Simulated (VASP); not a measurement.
IrO2:

```
Ir O
1.0
     4.50510    0.00000    0.00000
     0.00000    4.50510    0.00000
     0.00000    0.00000    3.15860
Ir O
2 4
Direct
  0.00000 0.00000 0.00000
  0.50000 0.50000 0.50000
  0.30770 0.30770 0.00000
  0.19230 0.80770 0.50000
  0.69230 0.69230 0.00000
  0.80770 0.19230 0.50000
```

Base run:

```yaml
Program: VASP 6.6.1
Functional: PBE
Potentials_or_basis: VASP PAW PBE potentials, release 64 (Ir, O)
Cutoff: 600 eV
k_mesh: 6 × 6 × 9
Occupations: fermi-dirac, width 0.15 eV
Spin: no spin polarisation
```

Its results: band gap on the k mesh zero (band 21 reaches 6.67 eV, above the bottom of band 22 at 5.38 eV); pressure 7.7 GPa; largest force 0.090 eV/Å.

Q: The run is repeated on the same cell with these changes: k mesh from 6 × 6 × 9 to 2 × 2 × 2. What comes out?

A: Band gap on the k mesh zero (band 21 reaches 6.67 eV, above the bottom of band 22 at 5.63 eV); pressure 4.5 GPa; largest force 0.856 eV/Å.

Caveats: some runs use coarse meshes; spin-orbit coupling is left out, which moves the levels of the heavy elements.
